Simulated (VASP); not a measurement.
Input of a VASP 6.6.1 run:

Contents of INCAR:

```
PREC = Accurate
ENCUT = 520
EDIFF = 1E-6
ISMEAR = 0
SIGMA = 0.02
LREAL = False
LASPH = True
NELM = 80
ALGO = Normal
ISIF = 2
LWAVE = False
LCHARG = False
GGA = PS
NBANDS = 45
```

File KPOINTS:

```
regular mesh
0
Gamma
  6 6 6
```

The input POSCAR:

```
HfZr2Se6
1.0
    6.5635657872      0.0000000000      0.0000000000
   -3.2817828936      5.6842147111      0.0000000000
    0.0000000000      0.0000000000      6.9411878000
Zr Hf Se
2 1 6
Direct
    0.3333333333      0.6666666667      0.0000000000
    0.6666666667      0.3333333333      0.0000000000
    0.0000000000      0.0000000000      0.0000000000
    0.3311370000      0.0000000000      0.2277860000
    0.0000000000      0.3311370000      0.2277860000
    0.6688630000      0.6688630000      0.2277860000
    0.6688630000      0.0000000000      0.7722140000
    0.3311370000      0.3311370000      0.7722140000
    0.0000000000      0.6688630000      0.7722140000
```

Potentials or basis: VASP PAW PBE potentials, release 64 (Zr_sv, Hf_pv, Se).

The run is started by

```sh
$ cat potpaw_PBE.64/Zr_sv/POTCAR potpaw_PBE.64/Hf_pv/POTCAR potpaw_PBE.64/Se/POTCAR > POTCAR
$ mpirun -np 1 vasp_std > vasp.out
```

Question: Predict the largest force.

Answer: 0.271 eV/Å.

Question: Estimate the band gap on the k mesh.

Answer: 0.39 eV (least direct gap 1.16 eV).

Question: Estimate the pressure.

Answer: -2.6 GPa.

Forces in eV/Å, atoms in the order of the input:
```
Zr   0.000  0.000  0.000
Zr   0.000  0.000  0.000
Hf   0.000  0.000  0.000
Se  -0.043  0.000 -0.268
Se   0.021 -0.037 -0.268
Se   0.021  0.037 -0.268
Se   0.043  0.000  0.268
Se  -0.021 -0.037  0.268
Se  -0.021  0.037  0.268
```

Caveat: semilocal functionals underestimate gaps, and a narrow one can read as zero; the PAW data sets were made with another functional, which shifts forces and pressure a little; spin-orbit coupling is left out, which moves the levels of the heavy elements; this functional lacks dispersion, which binds layers or chains, so the pressure and a relaxed spacing across them are unreliable. A k mesh can miss the band edges.
